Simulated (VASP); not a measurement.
Here is a VASP 6.6.1 calculation.

INCAR

```
SYSTEM = GaBTe3
  PREC = Accurate
  ENCUT = 520
  EDIFF = 1E-6
  ISMEAR = 0
  SIGMA = 0.1
  LREAL = .False.
  LASPH = .True.
  NELM = 60
  ALGO = Normal
  ISIF = 2
  LWAVE = .False.
  LCHARG = .False.
  GGA = PE
  NBANDS = 25
```

Contents of KPOINTS:

```
regular mesh
0
Gamma
  6 6 4
  0 0 0
```

The input POSCAR:

```
GaBTe3
1.0
    5.2292246300      0.0000000000      0.0000000000
   -2.6146123200      4.5286413700      0.0000000000
    0.0000000000      0.0000000000      5.9598383400
Ga B Te
1 1 3
Direct
    0.0000000000      0.0000000000      0.5000000000
    0.0000000000      0.0000000000      0.0000000000
    0.5000000000      0.0000000000      0.0000000000
    0.0000000000      0.5000000000      0.0000000000
    0.5000000000      0.5000000000      0.0000000000
```

Potentials or basis: VASP PAW PBE potentials, release 64 (Ga_d, B, Te).

The run is started by

```sh
$ cat potpaw_PBE.64/Ga_d/POTCAR potpaw_PBE.64/B/POTCAR potpaw_PBE.64/Te/POTCAR > POTCAR
$ mpirun -np 1 vasp_std > vasp.out
```

(1) Estimate the pressure.

(2) Predict the band gap on the k mesh.

Answers

(1) 22.9 GPa.

(2) zero (bands 17 and 18 overlap by 1.89 eV).

Caveat: the cell stands under pressure; spin-orbit coupling is left out, which moves the levels of the heavy elements.
